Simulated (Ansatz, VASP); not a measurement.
**One calculation of TaHg, two programs**

```xyz
4
Lattice="3.1930 0.0000 0.0000 -1.5965 2.7652 0.0000 0.0000 0.0000 9.4990" Properties=species:S:1:pos:R:3 pbc="T T T"
Ta    0.0000    1.8435    3.7451
Ta    1.5965    0.9217    5.7539
Hg    0.0000    1.8435    8.1866
Hg    1.5965    0.9217    1.3124
```

Alike in both runs: functional PBE; k mesh 6 × 6 × 2; occupations gaussian, width 0.1 eV; no spin polarisation.

Ansatz relaxed the structure, and its values are those at the end. VASP's run is a single point on that final structure, the one shown.

|  | VASP | Ansatz |
| --- | --- | --- |
| version | VASP 6.6.1 | Ansatz 0.2.0 |
| potentials or method | VASP PAW PBE potentials, release 64 (Ta_pv, Hg), cutoff 500 eV | scalar-relativistic, plane waves, PAW |
| valence electrons in the cell | 46 | 66 |

Ansatz gave:

| Quantity | Value |
| --- | --- |
| gap on the k mesh at the Fermi level (eV) | none |
| pressure (GPa) | 0.0 |
| rms of the force components (eV/Å) | 0.001 |

Which values does VASP return?

gap on the k mesh at the Fermi level (eV): none; pressure (GPa): 0.3; rms of the force components (eV/Å): 0.012.

A gap of «none» marks a metal or a gap that the smearing closes. VASP's potentials hold 46 valence electrons a cell and Ansatz's 66, so a difference there can come from the potentials and not from the codes.

The k mesh is coarse, so the values compare programs but aren't converged. Spin-orbit coupling is off throughout.
